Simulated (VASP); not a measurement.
GdO:

```
Gd O
1.0
     0.00000    2.70000    2.70000
     2.70000    0.00000    2.70000
     2.70000    2.70000    0.00000
Gd O
1 1
Direct
  0.00000 0.00000 0.00000
  0.25000 0.25000 0.25000
```

Program: VASP 6.6.1. Alike in all runs: task single point; potentials or basis VASP PAW PBE potentials, release 64 (Gd, O); cell as given; cutoff (eV) 520.

Q: Order these runs on this cell by their pressure, lowest first.
A. level PBE+U; spin non-collinear, typed start; U Gd f U = 7.0 eV; k mesh 6 × 6 × 6; smearing gaussian 0.05 eV
B. level PBE+U; spin off; U Gd f U = 8.0 eV; k mesh 6 × 6 × 6; smearing gaussian 0.05 eV
C. level PBEsol+U; spin collinear, ferromagnetic start; U Gd f U = 5.0 eV; k mesh 6 × 6 × 6; smearing gaussian 0.05 eV
D. level LDA+U; spin collinear, ferromagnetic start; U Gd f U = 5.0 eV; k mesh 9 × 9 × 9; smearing fermi-dirac 0.05 eV
E. level r2SCAN+U; spin collinear, ferromagnetic start; U Gd f U = 4.0 eV; k mesh 9 × 9 × 9; smearing fermi-dirac 0.05 eV

A: D (-6.6 GPa), C (-3.9 GPa), E (-1.9 GPa), A (0.0 GPa), B (2.1 GPa).

Caveats: a cell with one magnetic atom can't hold antiferromagnetic order, which such compounds often take (at least some runs); the PAW data sets were made with another functional, which shifts forces and pressure a little (at least some runs); the cell stands under tension (at least some runs).
